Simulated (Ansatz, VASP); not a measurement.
## Two plane-wave programs on Bi

```
Bi
1.0
     0.00000    2.51151    2.51151
     2.51151    0.00000    2.51151
     2.51151    2.51151    0.00000
Bi
1
Cartesian
  0.0000 0.0000 0.0000
```

Alike in both runs: functional PBE; k mesh 6 × 6 × 6; occupations gaussian, width 0.1 eV; no spin polarisation.

Ansatz relaxed the structure, and its values are those at the end. VASP's run is a single point on that final structure, the one shown.

|  | VASP | Ansatz |
| --- | --- | --- |
| version | VASP 6.6.1 | Ansatz 0.2.0 |
| potentials or method | VASP PAW PBE potentials, release 64 (Bi_d), cutoff 520 eV | scalar-relativistic, plane waves, PAW |
| valence electrons in the cell | 15 | 15 |

```csv
,VASP,Ansatz,Ansatz less VASP
gap on the k mesh at the Fermi level (eV),none,none,-
pressure (GPa),-0.1,-0.1,+0.06
```

A gap of «none» marks a metal or a gap that the smearing closes.

The k mesh is coarse, so the values compare programs but aren't converged. Neither program's run includes spin-orbit coupling.
